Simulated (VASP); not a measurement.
# SN2O2: single point with PBE+D3(BJ)

The system is SN2O2.

```xyz
25
Lattice="9.5023 0.0000 0.0000 0.0000 9.5023 0.0000 0.0000 0.0000 9.5023" Properties=species:S:1:pos:R:3 pbc="T T T"
N     0.4903    1.5806    2.1481
N     0.0116    1.3816    3.1011
N     2.0615    6.9516    5.6731
N     1.2961    7.2009    4.8939
N     4.2719    7.2971    9.5397
N     3.9196    6.3412    9.0831
N     6.6903    1.3927    4.0109
N     6.0040    2.2293    3.8437
N     9.5018    0.7528    7.4152
N     9.4917    1.6951    7.9744
S     9.1978    7.5565    1.2769
S     6.2672    2.0037    8.6119
S     6.0854    6.3992    3.9158
S     2.5433    3.5961    6.6933
S     2.6816    4.3979    2.0856
O     8.7554    6.4420    2.0616
O     8.8370    7.7732   -0.1755
O     5.0594    2.0605    7.8161
O     6.3322    1.5507    9.9721
O     5.7992    5.0400    3.5207
O     7.0565    6.5704    5.0095
O     1.6798    4.0604    7.7835
O     2.2331    2.2517    6.1530
O     2.5749    5.8906    2.0687
O     3.2164    3.7586    0.9239
```

| Item | Value |
| --- | --- |
| Program | VASP 6.6.1 |
| Task | single point |
| Functional | PBE |
| Dispersion | D3(BJ) |
| Potentials or basis | VASP PAW PBE potentials, release 64 (N, S, O) |
| Cutoff | 520 eV |
| k mesh | 1 × 1 × 1 |
| Occupations | fermi-dirac, width 0.02 eV |
| Spin | no spin polarisation |

* Pressure: 0.0 GPa
* Largest force: 4.819 eV/Å
* Dispersion energy per atom: -0.044 eV

Forces in eV/Å, atoms in the order of the input:
```
N    2.119  0.904 -4.232
N   -2.013 -0.882  4.223
N   -0.711  0.225 -0.749
N    0.698 -0.190  0.743
N   -0.090 -0.391 -0.265
N    0.291  0.590 -0.014
N    1.788 -2.294  0.492
N   -1.943  2.100 -0.439
N    0.018 -2.467 -1.447
N   -0.201  2.229  1.544
S    0.287  1.808 -2.856
S    0.932  0.589 -1.030
S    1.167  0.206  1.220
S   -1.156 -1.389  0.362
S   -0.398  2.528  0.593
O   -0.670 -0.897 -0.026
O    0.364 -0.927  2.891
O   -0.395 -0.209  0.471
O   -0.603 -0.344  0.606
O   -0.328 -0.139 -0.310
O   -0.883  0.106 -0.934
O    0.742  0.046 -0.738
O    0.645  1.540  0.210
O   -0.021 -2.162  0.288
O    0.362 -0.578 -0.603
```

Stress tensor (GPa, compression positive):
```
 0.12  0.11 -1.03
 0.11  0.06 -0.03
-1.03 -0.03 -0.26
```

Levels at points of the mesh, in eV from the Fermi level:
```
           k point  band 67  band 68  band 69  band 70  band 71  band 72  band 73  band 74
(0.00, 0.00, 0.00)    -0.82    -0.67    -0.66    -0.53     2.40     2.63     2.68     2.72
```

Wall time 3.1 min on 1 thread of Intel(R) Xeon(R) Platinum 8375C CPU @ 2.90GHz (Ice Lake), with other jobs on the host, peak memory 0.71 GiB.

Caveat: the k points lie up to 0.66 Å⁻¹ apart; the standard files for N, O and F lose accuracy on very short bonds.
